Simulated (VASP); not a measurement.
MgO: single point with PBE

Crystal: MgO.

```xyz
8
Lattice="3.1712 0.0000 0.0000 -1.5856 2.7463 0.0000 0.0000 0.0000 10.7943" Properties=species:S:1:pos:R:3 pbc="T T T"
Mg    0.0000    1.8309   10.4650
Mg    0.0000    0.0000    2.3836
Mg    0.0000    0.0000    7.7808
Mg    1.5856    0.9154    5.0678
O     0.0000    1.8309    8.4200
O     0.0000    0.0000    5.7171
O     0.0000    0.0000    0.3200
O     1.5856    0.9154    3.0229
```

```json
{
  "Program": "VASP 6.6.1",
  "Task": "single point",
  "Functional": "PBE",
  "Potentials or basis": "VASP PAW PBE potentials, release 64 (Mg, O)",
  "Cutoff": "520 eV",
  "k mesh": "9 × 9 × 2",
  "Occupations": "gaussian, width 0.05 eV",
  "Spin": "no spin polarisation"
}
```

```
Pressure               : 5.6 GPa
Largest force          : 0.521 eV/Å
Band gap on the k mesh : 3.70 eV, direct
```

Forces on the atoms (eV/Å):
```
Mg   0.000  0.000 -0.475
Mg   0.000  0.000 -0.521
Mg   0.000  0.000 -0.521
Mg   0.000  0.000 -0.475
O    0.000  0.000  0.505
O    0.000  0.000  0.491
O    0.000  0.000  0.491
O    0.000  0.000  0.505
```

Stress tensor (GPa, compression positive):
```
10.39  0.00  0.00
 0.00 10.39  0.00
 0.00  0.00 -4.05
```

Levels at points of the mesh, in eV from the valence-band top:
| k point | band 13 | band 14 | band 15 | band 16 | band 17 | band 18 | band 19 | band 20 |
| --- | --- | --- | --- | --- | --- | --- | --- | --- |
| (0.00, 0.00, 0.00) | -0.07 | -0.07 | 0.00 | 0.00 | 3.70 | 6.06 | 6.14 | 8.97 |
| (0.00, 0.00, 0.50) | -0.02 | -0.02 | -0.02 | -0.02 | 4.52 | 4.52 | 7.71 | 7.71 |

It took 31 s on 1 thread of AMD EPYC 9R45 96-Core Processor (Zen 5) (shared host), peak memory 0.19 GiB.
